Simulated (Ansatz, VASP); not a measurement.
One calculation of Si3Au, two programs

INCAR

```
SYSTEM = Si3Au
PREC     = Accurate       ! precision mode
ENCUT    = 600            ! plane-wave cutoff, eV
EDIFF    = 1E-7           ! SCF threshold, eV
ISMEAR   = 0              ! smearing method
SIGMA    = 0.1            ! smearing width, eV
LREAL    = .False.        ! projectors in reciprocal space
LASPH    = .True.         ! aspherical terms in the spheres
NELM     = 100            ! most SCF steps
ALGO     = Normal         ! electronic algorithm
ISIF     = 3              ! what is computed and relaxed
LWAVE    = .False.        ! write WAVECAR
LCHARG   = .False.        ! write CHGCAR
GGA      = PE             ! functional
IBRION   = 2              ! ionic algorithm
NSW      = 100            ! ionic steps
EDIFFG   = -0.01          ! ionic threshold
```

KPOINTS

```
regular mesh
0
Gamma
  6 6 8
  0 0 0
```

File POSCAR:

```
Si3Au
1.0
    5.7683298818      0.0000000000      0.0000000000
   -2.8841649409      4.9955202151      0.0000000000
    0.0000000000      0.0000000000      4.5596144186
Si Au
6 2
Direct
    0.8457667951      0.6915335901      0.2500000000
    0.1542332049      0.8457667951      0.7500000000
    0.3084664099      0.1542332049      0.2500000000
    0.1542332049      0.3084664099      0.7500000000
    0.8457667951      0.1542332049      0.2500000000
    0.6915335901      0.8457667951      0.7500000000
    0.3333333333      0.6666666667      0.2500000000
    0.6666666667      0.3333333333      0.7500000000
```

Input for Ansatz:

```yaml
crystal:
  lattice:
    - [5.7683298818, 0.0, 0.0]
    - [-2.8841649409, 4.9955202151, 0.0]
    - [0.0, 0.0, 4.5596144186]
  atoms:
    - { symbol: Si, position: [0.8457667951, 0.6915335901, 0.25] }
    - { symbol: Si, position: [0.1542332049, 0.8457667951, 0.75] }
    - { symbol: Si, position: [0.3084664099, 0.1542332049, 0.25] }
    - { symbol: Si, position: [0.1542332049, 0.3084664099, 0.75] }
    - { symbol: Si, position: [0.8457667951, 0.1542332049, 0.25] }
    - { symbol: Si, position: [0.6915335901, 0.8457667951, 0.75] }
    - { symbol: Au, position: [0.3333333333, 0.6666666667, 0.25] }
    - { symbol: Au, position: [0.6666666667, 0.3333333333, 0.75] }
basis:
  ecutwfc: 420
kpoints:
  mp_grid: { grid: [6, 6, 8] }
hamiltonian:
  xc: pbe
scf:
  occupations: { method: gaussian, width: 0.1 }
output:
  forces: true
  stress: true
  eigenvalues: true
  write_density: true
  write_potential: true
  elf: true
  volumetric_format: npy
relax:
  adjacent_minimum: "off"
  f_tol: 0.01
  max_steps: 80
  cell: { stress_tol: 0.05 }
```

Alike in both runs: task relaxation of cell and atoms; functional PBE; k mesh 6 × 6 × 8; occupations gaussian, width 0.1 eV; no spin polarisation.

```csv
,VASP,Ansatz
version,VASP 6.6.1,Ansatz 0.2.0
potentials or method,"VASP PAW PBE potentials, release 64 (Si, Au), cutoff 600 eV","scalar-relativistic, plane waves, PAW"
valence electrons in the cell,46,62
```

```csv
,VASP,Ansatz,Ansatz less VASP
"gap on the k mesh at the Fermi level, each at its own relaxed structure (eV)",none,none,-
relaxed volume (Å³/atom),16.30,16.31,+0.018
relaxed length of the cell vector where the two differ most in proportion (Å),5.754,5.757,+0.0035
```

A gap of «none» marks a metal or a gap that the smearing closes. VASP's potentials hold 46 valence electrons a cell and Ansatz's 62, so a difference there can come from the potentials and not from the codes.

Spin-orbit coupling is off throughout.
